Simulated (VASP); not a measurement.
# Sb (Im-3m) in VASP: single point with LDA

Aim: the single point of Sb with LDA.

Everything below comes from runs of VASP 6.6.1. Logs are shortened: lines on timing, memory, paths and dates and some standing lists are left out, and cuts for length are marked.

## Step 1: The cell of the first run

Symmetry: Im-3m, No. 229, cubic system. The conventional cell has a = 3.450 Å, b = 3.450 Å, c = 3.450 Å, α = 90.00°, β = 90.00°, γ = 90.00°. Within 3.9 Å of Sb (site symmetry m-3m) lie 14 Sb at 2.99 to 3.45 Å.

This isn't the form of Sb at room conditions, which is rhombohedral.

## Step 2: Single point, LDA

Input file INCAR:

```
PREC = Accurate
ENCUT = 500
EDIFF = 1E-6
ISMEAR = -1
SIGMA = 0.05
LREAL = F
LASPH = T
NELM = 120
ALGO = Normal
ISIF = 2
LWAVE = F
LCHARG = T
LELF = T
LVHAR = T
NBANDS = 8
GGA_COMPAT = F
```

Input file KPOINTS:

```
Automatic mesh
0
Gamma
  5 5 5
```

Input file POSCAR:

```
Sb
1.0
   -1.7250000000      1.7250000000      1.7250000000
    1.7250000000     -1.7250000000      1.7250000000
    1.7250000000      1.7250000000     -1.7250000000
Sb
1
Direct
    0.0000000000      0.0000000000      0.0000000000
```

Potentials or basis: VASP PAW LDA potentials, release 64 (Sb).

Launch:

```
> cat potpaw_LDA.64/Sb/POTCAR > POTCAR
> mpirun -np 1 vasp_std > vasp.out
```

OUTCAR:

```text
PREC = Accurate
   ENCUT = 500
   EDIFF = 1E-6
   ISMEAR = -1
   LREAL = F
   LASPH = T
   NELM = 120
   ISIF = 2

 ion  position               nearest neighbor table
   1  0.000  0.000  0.000-

  LATTYP: Found a body centered cubic cell.
 ALAT       =     3.4500000000

  Lattice vectors:

 A1 = (  -1.7250000000,   1.7250000000,   1.7250000000)
 A2 = (   1.7250000000,  -1.7250000000,   1.7250000000)
 A3 = (   1.7250000000,   1.7250000000,  -1.7250000000)

Analysis of symmetry for initial positions (statically):
=====================================================================
 Subroutine PRICEL returns:
 Original cell was already a primitive cell.

 Routine SETGRP: Setting up the symmetry group for a
 body centered cubic supercell.

 Subroutine GETGRP returns: Found 48 space group operations
 (whereof 48 operations were pure point group operations)
 out of a pool of 48 trial point group operations.

The static configuration has the point symmetry O_h .

Analysis of symmetry for dynamics (positions and initial velocities):
=====================================================================
 Subroutine PRICEL returns:
 Original cell was already a primitive cell.

 Routine SETGRP: Setting up the symmetry group for a
 body centered cubic supercell.

 Subroutine GETGRP returns: Found 48 space group operations
 (whereof 48 operations were pure point group operations)
 out of a pool of 48 trial point group operations.

The dynamic configuration has the point symmetry O_h .

 Subroutine INISYM returns: Found 48 space group operations
 (whereof 48 operations are pure point group operations),
 and found     1 'primitive' translations

----------------------------------------------------------------------------------------

                                     Primitive cell

  volume of cell :      20.5318

  direct lattice vectors                    reciprocal lattice vectors
    -1.725000000  1.725000000  1.725000000     0.000000000  0.289855072  0.289855072
     1.725000000 -1.725000000  1.725000000     0.289855072  0.000000000  0.289855072
     1.725000000  1.725000000 -1.725000000     0.289855072  0.289855072  0.000000000

  length of vectors
     2.987787643  2.987787643  2.987787643     0.409916975  0.409916975  0.409916975

  position of ions in fractional coordinates (direct lattice)
     0.000000000  0.000000000  0.000000000

  ion indices of the primitive-cell ions
   primitive index   ion index
                 1           1

----------------------------------------------------------------------------------------

 KPOINTS: Automatic mesh

Automatic generation of k-mesh.
 Grid dimensions read from file:
 generate k-points for:    5    5    5

 Generating k-lattice:

  Cartesian coordinates                     Fractional coordinates (reciprocal lattice)
     0.000000000  0.057971014  0.057971014     0.200000000  0.000000000  0.000000000
     0.057971014  0.000000000  0.057971014     0.000000000  0.200000000  0.000000000
     0.057971014  0.057971014  0.000000000     0.000000000  0.000000000  0.200000000

  Length of vectors
     0.081983395  0.081983395  0.081983395

  Shift w.r.t. Gamma in fractional coordinates (k-lattice)
     0.000000000  0.000000000  0.000000000

 Subroutine IBZKPT returns following result:
 ===========================================

 Found     10 irreducible k-points:

 Following reciprocal coordinates:
            Coordinates               Weight
  0.000000  0.000000  0.000000      1.000000
  0.200000  0.000000  0.000000     12.000000
  0.400000  0.000000  0.000000     12.000000
  0.200000  0.200000  0.000000     24.000000
  0.400000  0.200000  0.000000     24.000000
  0.200000  0.200000  0.200000      8.000000
 -0.200000  0.200000  0.200000      6.000000
 -0.400000  0.400000  0.200000     24.000000
 -0.400000 -0.400000  0.200000      8.000000
 -0.400000  0.400000  0.400000      6.000000
   k-points           NKPTS =     10   k-points in BZ     NKDIM =     10   number of bands    NBANDS=      8
   number of dos      NEDOS =    301   number of ions     NIONS =      1
   total plane-waves  NPLWV =  13824
   dimension x,y,z NGX =    24 NGY =   24 NGZ =   24
   dimension x,y,z NGXF=    48 NGYF=   48 NGZF=   48
   ions per type =               1
   NGX,Y,Z   is equivalent  to a cutoff of  13.35, 13.35, 13.35 a.u.
   NGXF,Y,Z  is equivalent  to a cutoff of  26.71, 26.71, 26.71 a.u.
 SYSTEM =  unknown system
   PREC   = accura    normal or accurate (medium, high low for compatibility)
   ISTART =      0    job   : 0-new  1-cont  2-samecut
   ICHARG =      2    charge: 1-file 2-atom 10-const
   ISPIN  =      1    spin polarized calculation?
   LNONCOLLINEAR =      F non collinear calculations
   LSORBIT =      F    spin-orbit coupling
   LASPH  =      T    aspherical Exc in radial PAW
   ENCUT  =  500.0 eV  36.75 Ry    6.06 a.u.   5.45  5.45  5.45*2*pi/ulx,y,z
   NELM   =    120;   NELMIN=  2; NELMDL= -5     # of ELM steps
   EDIFF  = 0.1E-05   stopping-criterion for ELM
   LREAL  =      F    real-space projection
   EDIFFG = 0.1E-04   stopping-criterion for IOM
   NSW    =      0    number of steps for IOM
   IBRION =     -1    ionic relax: 0-MD 1-quasi-New 2-CG
   NFREE  =      0    steps in history (QN), initial steepest desc. (CG)
   ISIF   =      2    stress and relaxation
   ISYM   =      2    0-nonsym 1-usesym 2-fastsym
   POTIM  = 0.5000    time-step for ionic-motion
   TEBEG  =    0.0;   TEEND  =   0.0 temperature during run
   PSTRESS=    0.0 pullay stress
   NELECT =       5.0000    total number of electrons
   NUPDOWN=      -1.0000    fix difference up-down
   EMIN   =  10.00;   EMAX   =-10.00  energy-range for DOS
   EFERMI =   0.00;   METHOD = LEGACY
   ISMEAR =    -1;   SIGMA  =   0.05  broadening in eV -4-tet -1-fermi 0-gaus
   EFERMI_NEDOS =   21; number of points for ismear=-14 and -15
   IALGO  =     38    algorithm
   IMIX   =      4    mixing-type and parameters
     AMIX     =   0.40;   BMIX     =  1.00
     AMIX_MAG =   1.60;   BMIX_MAG =  1.00
  volume/ion in A,a.u.               =      20.53       138.56
  Fermi-wavevector in a.u.,A,eV,Ry     =   1.022325  1.931915 14.220113  1.045149
  Thomas-Fermi vector in A             =   2.155998
   LORBIT       =      0    0 simple, 1 ext, 2 COOP (PROOUT), +10 PAW based schemes
   GGA     = CA    functional components
   LHFCALC =     F    Hartree Fock is set to
   AEXX    =    0.0000 exact exchange contribution
   IVDW    =     0    specifies the selected vdW correction
   LEPSILON=     F    determine dielectric tensor
   LRPA    =     F    only Hartree local field effects (RPA)
 non-spin polarized calculation
  energy-cutoff  :      500.00
  volume of cell :       20.53
 maximum number of plane-waves:       531
 NGX is ok and might be reduce to    24
   NGX = 11   NGY = 11   NGZ = 11

 number of electron       5.0000000 magnetization

 Free energy of the ion-electron system (eV)
  ---------------------------------------------------
  ext. energy  EPLUGINS =         0.00000000
  ---------------------------------------------------
  free energy    TOTEN  =        -4.30849255 eV

  energy without entropy =       -4.29813797  energy(sigma->0) =       -4.30331526

 E-fermi :  12.3465     XC(G=0): -11.5799

 val. band max:       12.2541256597   @ k =   0.2000   0.2000   0.0000
 cond. band min:      12.5170800786   @ k =  -0.4000   0.4000   0.2000
 fundamental gap:      0.2629544189
 Fermi energy:        12.3465224638

 k-point     1 :       0.0000    0.0000    0.0000
  band No.  band energies     occupation
      1      -2.9341      2.00000
      2      20.2258      0.00000
      3      20.2258      0.00000
      4      20.2258      0.00000
      5      23.6664      0.00000
      6      23.6664      0.00000
      7      23.6664      0.00000
      8      24.3748      0.00000

 k-point     2 :       0.2000    0.0000    0.0000
  band No.  band energies     occupation
      1      -1.8656      2.00000
      2      14.2426      0.00000
      3      17.4246      0.00000
      4      18.8370      0.00000
      5      21.1632      0.00000
      6      21.2835      0.00000
      7      24.1362      0.00000
      8      25.3030      0.00000

 k-point     3 :       0.4000    0.0000    0.0000
  band No.  band energies     occupation
      1       1.2922      2.00000
      2       7.0859      2.00000
      3      15.0213      0.00000
      4      17.1347      0.00000
      5      19.8064      0.00000
      6      20.0347      0.00000
      7      26.6099      0.00000
      8      27.2256      0.00000

 k-point     4 :       0.2000    0.2000    0.0000
  band No.  band energies     occupation
      1       0.2588      2.00000
      2      10.4170      2.00000
      3      12.2541      1.72777
      4      16.3806      0.00000
      5      21.9412      0.00000
      6      22.4063      0.00000
      7      25.7540      0.00000
      8      26.5468      0.00000

 k-point     5 :       0.4000    0.2000    0.0000
  band No.  band energies     occupation
      1       3.5740      2.00000
      2       5.7921      2.00000
      3      10.4698      2.00000
      4      15.4693      0.00000
      5      21.4834      0.00000
      6      24.6292      0.00000
      7      25.6285      0.00000
      8      26.1483      0.00000

 k-point     6 :       0.2000    0.2000    0.2000
  band No.  band energies     occupation
      1       3.2027      2.00000
      2       7.9494      2.00000
      3      10.2976      2.00000
      4      10.2976      2.00000
      5      27.3127      0.00000
      6      27.3127      0.00000
      7      27.9072      0.00000
      8      27.9072      0.00000

 k-point     7 :      -0.2000    0.2000    0.2000
  band No.  band energies     occupation
      1      -0.8003      2.00000
      2      14.6859      0.00000
      3      14.7613      0.00000
      4      14.7613      0.00000
      5      18.4295      0.00000
      6      24.7014      0.00000
      7      24.8731      0.00000
      8      24.8731      0.00000

 k-point     8 :      -0.4000    0.4000    0.2000
  band No.  band energies     occupation
      1       2.3266      2.00000
      2       8.0815      2.00000
      3      12.5171      0.06390
      4      14.4680      0.00000
      5      19.2619      0.00000
      6      23.3350      0.00000
      7      23.5021      0.00000
      8      25.0036      0.00000

 k-point     9 :      -0.4000   -0.4000    0.2000
  band No.  band energies     occupation
      1       5.0649      2.00000
      2       7.8649      2.00000
      3       7.8649      2.00000
      4      15.8901      0.00000
      5      19.1784      0.00000
      6      19.1784      0.00000
      7      23.2197      0.00000
      8      29.5546      0.00000

 k-point    10 :      -0.4000    0.4000    0.4000
  band No.  band energies     occupation
      1       5.3117      2.00000
      2      10.2919      2.00000
      3      10.2919      2.00000
      4      10.7546      2.00000
      5      15.2385      0.00000
      6      17.8676      0.00000
      7      28.0304      0.00000
      8      29.1104      0.00000

------------------------ aborting loop because EDIFF is reached ----------------------------------------

  FORCE on cell =-STRESS in cart. coord.  units (eV):
  Direction    XX          YY          ZZ          XY          YZ          ZX
  --------------------------------------------------------------------------------------
  -------------------------------------------------------------------------------------
  Total        3.2256486      3.2256486      3.2256486     -0.0000000     -0.0000000     -0.0000000
  in kB      251.7099259    251.7099259    251.7099259     -0.0000000     -0.0000000     -0.0000000
  external PRESSURE =     251.7099259 kB  Pullay stress =       0.0000000 kB

 VOLUME and BASIS-vectors are now :
 -----------------------------------------------------------------------------
  energy-cutoff  :      500.00
  volume of cell :       20.53
      direct lattice vectors                 reciprocal lattice vectors
    -1.725000000  1.725000000  1.725000000     0.000000000  0.289855072  0.289855072
     1.725000000 -1.725000000  1.725000000     0.289855072  0.000000000  0.289855072
     1.725000000  1.725000000 -1.725000000     0.289855072  0.289855072  0.000000000

 POSITION                                       TOTAL-FORCE (eV/Angst)
 -----------------------------------------------------------------------------------
      0.00000      0.00000      0.00000         0.000000     -0.000000      0.000000
 -----------------------------------------------------------------------------------
    total drift:                                0.000000     -0.000000      0.000000

  FREE ENERGIE OF THE ION-ELECTRON SYSTEM (eV)
  ---------------------------------------------------
  free  energy   TOTEN  =        -4.3084925521 eV

  energy  without entropy=       -4.2981379745  energy(sigma->0) =       -4.30331526
```

Wall time 2.3 s (1 thread of AMD EPYC 7R13 (Zen 3), shared host); peak memory 0.09 GiB.

What came out:

| Item | Value |
| --- | --- |
| Free energy | -4.3085 eV |
| Pressure | 25.2 GPa |
| Band gap on the k mesh | zero (an odd number of electrons rules out a gap without spin polarisation) |

Levels at points of the mesh, in eV from the Fermi level:
| k point | band 1 | band 2 | band 3 | band 4 | band 5 | band 6 |
| --- | --- | --- | --- | --- | --- | --- |
| (0.00, 0.00, 0.00) | -15.28 | 7.88 | 7.88 | 7.88 | 11.32 | 11.32 |

Caveat: the k points lie up to 0.52 Å⁻¹ apart, too coarse for converged energies and pressures of a metal; spin-orbit coupling is left out, which moves the levels of the heavy elements.

The gap in the log of VASP goes by the Fermi energy; the results here count the filled bands.